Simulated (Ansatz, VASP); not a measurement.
# CuPt6: VASP beside Ansatz

```
CELL_PARAMETERS angstrom
5.10723 0.00000 0.00000
0.00000 5.10723 0.00000
0.00000 0.00000 5.10723
ATOMIC_POSITIONS crystal
Cu 0.50000 0.50000 0.50000
Pt 0.16446 0.50000 0.50000
Pt 0.83554 0.50000 0.50000
Pt 0.50000 0.16446 0.50000
Pt 0.50000 0.83554 0.50000
Pt 0.50000 0.50000 0.16446
Pt 0.50000 0.50000 0.83554
```

Alike in both runs: task relaxation of cell and atoms; functional PBE; k mesh 4 × 4 × 4; occupations gaussian, width 0.1 eV; no spin polarisation.

|  | VASP | Ansatz |
| --- | --- | --- |
| version | VASP 6.6.1 | Ansatz 0.2.0 |
| potentials or method | VASP PAW PBE potentials, release 64 (Cu, Pt), cutoff 600 eV | scalar-relativistic, plane waves, PAW |
| valence electrons in the cell | 71 | 127 |

```csv
,VASP,Ansatz,Ansatz less VASP
"gap on the k mesh at the Fermi level, each at its own relaxed structure (eV)",none,none,-
relaxed volume (Å³/atom),48.50,48.72,+0.223
relaxed cell length with the largest relative difference (Å),6.976,6.987,+0.0107
```

A gap of «none» marks a metal or a gap that the smearing closes. VASP's potentials hold 71 valence electrons a cell and Ansatz's 127, so a difference there can come from the potentials and not from the codes.

Neither program's run includes spin-orbit coupling. Noted on VASP's run: the volume moved by over 15 % at a fixed basis, so the end points are rough.
